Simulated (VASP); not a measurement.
# ZnO: single point with PBE

Crystal: ZnO.

```xyz
4
Lattice="3.2353 0.0000 0.0000 -1.6177 2.8019 0.0000 0.0000 0.0000 5.0807" Properties=species:S:1:pos:R:3 pbc="T T T"
Zn    0.0000    1.8679   -0.0300
Zn    1.6177    0.9340    2.5104
O     0.0000    1.8679    1.9352
O     1.6177    0.9340    4.4756
```

This cell differs from its parent crystal: uniaxial z strain -2.5%.

- Program: VASP 6.6.1
- Task: single point
- Functional: PBE
- Potentials or basis: VASP PAW PBE potentials, release 64 (Zn, O_h)
- Cutoff: 910 eV
- k mesh: 12 × 12 × 6
- Occupations: fermi-dirac, width 0.02 eV
- Spin: no spin polarisation

```
Pressure               : 11.0 GPa
Largest force          : 0.012 eV/Å
Band gap on the k mesh : 0.86 eV
```

Forces on the atoms (eV/Å):
```
Zn   0.000  0.000 -0.012
Zn   0.000  0.000 -0.012
O    0.000  0.000  0.012
O    0.000  0.000  0.012
```

Stress tensor (GPa, compression positive):
```
10.22  0.00  0.00
 0.00 10.22  0.00
 0.00  0.00 12.59
```

Levels at points of the mesh, in eV from the valence-band top:
```
           k point  band 16  band 17  band 18  band 19  band 20  band 21
(0.00, 0.00, 0.00)    -0.11     0.00     0.00     0.86     5.24     8.54
(0.50, 0.00, 0.00)    -2.42    -1.28    -0.93     5.91     6.88     7.84
(0.00, 0.00, 0.50)    -0.41    -0.41    -0.41     3.57     3.57    10.35
(0.50, 0.00, 0.50)    -1.63    -1.31    -1.31     5.82     5.82     8.61
```

Wall time 69 s on 1 thread of Intel(R) Xeon(R) 6975P-C (Granite Rapids) (shared host), peak memory 0.33 GiB.

Caveat: the cell differs from its parent crystal (uniaxial z strain -2.5%); the cutoff is under 1.25 times the usual one of these potentials, so pressure, stress and relaxed cells hold a basis-set (Pulay) error; the cell stands under pressure.
